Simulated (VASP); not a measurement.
Runs of VASP 6.6.1 on NbSb. The structure is that of space group F-43m (No. 216), or close to it. The cells are those of the table. 

```tsv
level	cell	k mesh	gap on the mesh (eV)	pressure (GPa)
PBE	a = 4.408 Å, angles 60.0°, 2 atoms	6 × 6 × 6	none	(b)
PBE	a = 3.936 Å, angles 60.0°, 2 atoms	6 × 6 × 6	none	53.3
r2SCAN	a = 4.442 Å, angles 60.0°, 2 atoms	10 × 10 × 10	none	-0.5
r2SCAN	a = 4.491 Å, angles 60.0°, 2 atoms	10 × 10 × 10	none	-2.6
PBE	a = 4.245 Å, angles 60.0°, 2 atoms	6 × 6 × 6	none	(a)
r2SCAN	a = 4.433 Å, angles 60.0°, 2 atoms	10 × 10 × 10	none	0.0
PBE	a = 4.450 Å, angles 60.0°, 2 atoms	6 × 6 × 6	none	-0.1
r2SCAN	a = 4.450 Å, angles 60.0°, 2 atoms	10 × 10 × 10	none	-0.9
```

Alike in all rows: task single point; potentials or basis VASP PAW PBE potentials, release 64 (Nb_sv, Sb); no spin polarisation; cutoff (eV) 520; smearing gaussian 0.05 eV.

Question: Fill in the values left out.

Answer: (a) 12.8; (b) 1.9.

Caveats: spin-orbit coupling is left out, which moves the levels of the heavy elements; the PAW data sets were made with another functional, which shifts forces and pressure a little (at least some runs); the cell stands under pressure (at least some runs).

A k mesh can miss the band edges, and the runs leave out spin-orbit coupling on Nb, Sb.

A gap of «none» marks levels without a gap at the run's occupations.
